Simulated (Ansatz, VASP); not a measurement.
**One calculation of Tl, two programs**

```
Tl
1.0
    -1.99923    1.94100    1.94100
     1.99923   -1.94100    1.94100
     1.99923    1.94100   -1.94100
Tl
1
Cartesian
  0.0000 0.0000 0.0000
```

Change from the starting cell: strain +0.0300 x Voigt [1, 0, 0, 0, 0, 0], atoms carried along.

Alike in both runs: task single point; functional PBEsol; k mesh 18 × 18 × 18; occupations gaussian, width 0.15 eV; no spin polarisation.

```csv
,VASP,Ansatz
version,VASP 6.6.1,Ansatz 0.2.0
potentials or method,"VASP PAW PBE potentials, release 64 (Tl_d), cutoff 520 eV","scalar-relativistic, plane waves, PAW"
valence electrons in the cell,13,13
```

```csv
,VASP,Ansatz,Ansatz less VASP
gap on the k mesh at the Fermi level (eV),none,none,-
pressure (GPa),-1.7,-1.7,+0.05
"traceless stress, the component that is largest in VASP (GPa)",-0.22,-0.22,0.000
```

VASP's potentials were made for PBE, not for PBEsol. A gap of «none» marks a metal or a gap that the smearing closes.

Spin-orbit coupling is off throughout.
